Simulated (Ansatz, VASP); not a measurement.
**Si: VASP beside Ansatz**

The input INCAR:

```
SYSTEM = Si
PREC = Accurate
ENCUT = 500
EDIFF = 1E-6
ISMEAR = 0
SIGMA = 0.02
LREAL = .FALSE.
LASPH = .TRUE.
NELM = 120
ALGO = Normal
ISIF = 2
LWAVE = .FALSE.
LCHARG = .FALSE.
GGA = PE
NBANDS = 11
GGA_COMPAT = .FALSE.
```

The input KPOINTS:

```
regular mesh
0
G
  8 8 8
  0 0 0
```

The input POSCAR:

```
Si
1.0
    0.0000000000      2.7348308351      2.7348308351
    2.7348308351      0.0000000000      2.7348308351
    2.7348308351      2.7348308351      0.0000000000
Si
2
Direct
    0.0000000000      0.0000000000      0.0000000000
    0.2500000000      0.2500000000      0.2500000000
```

Input for Ansatz:

```yaml
crystal:
  lattice:
    - [0.0, 2.7348308351, 2.7348308351]
    - [2.7348308351, 0.0, 2.7348308351]
    - [2.7348308351, 2.7348308351, 0.0]
  atoms:
    - { symbol: Si, position: [0.0, 0.0, 0.0] }
    - { symbol: Si, position: [0.25, 0.25, 0.25] }
basis:
  ecutwfc: 420
kpoints:
  mp_grid: { grid: [8, 8, 8] }
  band_path:
    path:
      - [[0.0, 0.0, 0.0], [0.5, 0.0, 0.5], [0.625, 0.25, 0.625]]
      - [[0.375, 0.375, 0.75], [0.0, 0.0, 0.0], [0.5, 0.5, 0.5], [0.5, 0.25, 0.75], [0.5, 0.0, 0.5]]
    npoints: 10
hamiltonian:
  xc: pbe
  pseudopotentials: { kind: paw, azcp: { folder: soft_1 } }
scf:
  occupations: { method: gaussian, width: 0.02 }
  n_extra_bands: 7
output:
  forces: true
  stress: true
  eigenvalues: true
```

Alike in both runs: task single point; functional PBE; k mesh 8 × 8 × 8; occupations gaussian, width 0.02 eV; no spin polarisation.

|  | VASP | Ansatz |
| --- | --- | --- |
| version | VASP 6.6.1 | Ansatz 0.2.0 |
| potentials or method | VASP PAW PBE potentials, release 64 (Si), cutoff 500 eV | scalar-relativistic, plane waves, PAW |
| valence electrons in the cell | 8 | 8 |

|  | VASP | Ansatz | Ansatz less VASP |
| --- | --- | --- | --- |
| gap on the k mesh at the Fermi level (eV) | 0.65 | 0.65 | -0.002 |
| least direct gap on the mesh (eV) | 2.56 | 2.55 | -0.005 |
| pressure (GPa) | 0.0 | 0.0 | +0.06 |

With one functional, cell and mesh, what is left measures potentials, basis and numerics.
